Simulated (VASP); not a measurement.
Wanted: the native input for a VASP 6.6.1 run.

```
Task                   : single point
Functional             : LDA
Potentials or basis    : VASP PAW LDA potentials, release 64 (As)
Cutoff                 : 500 eV
k mesh                 : 15 × 15 × 15
Occupations            : fermi-dirac, width 0.08 eV
Spin                   : no spin polarisation
Dipole correction      : no
Further INCAR settings : ALGO = Normal; EDIFF = 1e-06; NBANDS = 8
```

The structure of As lies in POSCAR:

```
As
1.0
    2.3998844845      0.0000000000      0.0000000000
    0.0000000000      2.3998844845      0.0000000000
    0.0000000000      0.0000000000      2.3998844845
As
1
Direct
    0.0000000000      0.0000000000      0.0000000000
```

These files were run (other wordings do the same):

INCAR

```
SYSTEM = As
ALGO = Normal
EDIFF = 1E-6
ENCUT = 500
GGA_COMPAT = .False.
ISIF = 2
ISMEAR = -1
LASPH = .True.
LCHARG = .False.
LREAL = .False.
LWAVE = .False.
NBANDS = 8
NELM = 120
PREC = Accurate
SIGMA = 0.08
```

KPOINTS

```
k-points
0
Gamma
  15 15 15
  0 0 0
```

Potentials or basis: VASP PAW LDA potentials, release 64 (As).

The run is started by

```sh
$ cat potpaw_LDA.64/As/POTCAR > POTCAR
$ mpirun -np 1 vasp_std > vasp.out
```

Results of the run:

```
Pressure : 62.7 GPa
```

Wall time 16 s on 1 thread of AMD EPYC 7R13 (shared host), peak memory 0.09 GiB.
